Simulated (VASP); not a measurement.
**Te2Mo: band structure with HSE03**

The system is Te2Mo.

```
Te Mo
1.0
     3.51820    0.00000    0.00000
    -1.75910    3.04685    0.00000
     0.00000    0.00000   13.97360
Te Mo
4 2
Direct
  0.66667 0.33333 0.37900
  0.33333 0.66667 0.87900
  0.66667 0.33333 0.12100
  0.33333 0.66667 0.62100
  0.66667 0.33333 0.75000
  0.33333 0.66667 0.25000
```

| Property | Result |
| --- | --- |
| Program | VASP 6.6.1 |
| Task | band structure |
| Functional | HSE03 |
| Potentials or basis | VASP PAW PBE potentials, release 64 (Te, Mo_sv) |
| Cutoff | 520 eV |
| k mesh | 6 × 6 × 1 |
| Occupations | gaussian, width 0.02 eV |
| Spin | no spin polarisation |
| Grid for exact exchange (PRECFOCK) | Fast |
| Further INCAR settings | ALGO = Normal; EDIFF = 1e-06 |
| Share of exact exchange | 0.25 |
| Screening parameter | 0.3 1/Å |

```yaml
Pressure: -0.4 GPa
Largest_force: 0.341 eV/Å
Band_gap_on_the_k_mesh: 1.09 eV (least direct gap 1.33 eV)
Band_gap_along_the_path: 1.00 eV (least direct gap 1.33 eV)
```

Forces in eV/Å, atoms in the order of the input:
```
Te   0.000  0.000 -0.341
Te   0.000  0.000 -0.341
Te   0.000  0.000  0.341
Te   0.000  0.000  0.341
Mo   0.000  0.000  0.000
Mo   0.000  0.000  0.000
```

Stress tensor (GPa, compression positive):
```
-0.53  0.00  0.00
 0.00 -0.53  0.00
 0.00  0.00 -0.13
```

Levels at the corners of the path, in eV from the valence-band top:
```csv
point,band 24,band 25,band 26,band 27,band 28,band 29
Γ,-1.14,-0.45,0.00,3.33,3.35,3.47
M,-1.07,-0.72,-0.42,1.59,1.66,1.82
M,-1.07,-0.72,-0.42,1.59,1.66,1.82
K,-2.10,-0.31,-0.06,1.27,1.27,1.47
K,-2.10,-0.31,-0.06,1.27,1.27,1.47
Γ,-1.14,-0.45,0.00,3.34,3.35,3.48
Γ,-1.14,-0.45,0.00,3.33,3.34,3.47
A,-1.16,-0.11,-0.11,3.37,3.37,3.38
A,-1.16,-0.11,-0.11,3.37,3.37,3.38
L,-1.09,-0.57,-0.57,1.62,1.62,2.02
L,-1.09,-0.57,-0.57,1.62,1.62,2.02
H,-2.28,-0.20,-0.20,1.28,1.28,1.97
H,-2.28,-0.20,-0.20,1.28,1.28,1.97
A,-1.16,-0.11,-0.11,3.37,3.37,3.38
L,-1.09,-0.57,-0.57,1.62,1.62,2.02
M,-1.07,-0.72,-0.42,1.59,1.66,1.82
K,-2.10,-0.31,-0.06,1.27,1.27,1.47
H,-2.28,-0.20,-0.20,1.28,1.28,1.97
```

It took 100 min on 4 MPI ranks on AMD EPYC 9R45 (Zen 5), on a shared host, peak memory 0.5 GiB a rank.

Caveat: the k points lie up to 0.45 Å⁻¹ apart; the PAW data sets were made with another functional, which shifts forces and pressure a little; spin-orbit coupling is left out, which moves the levels of the heavy elements; the mesh misses the band edges, which the band path finds closer together.
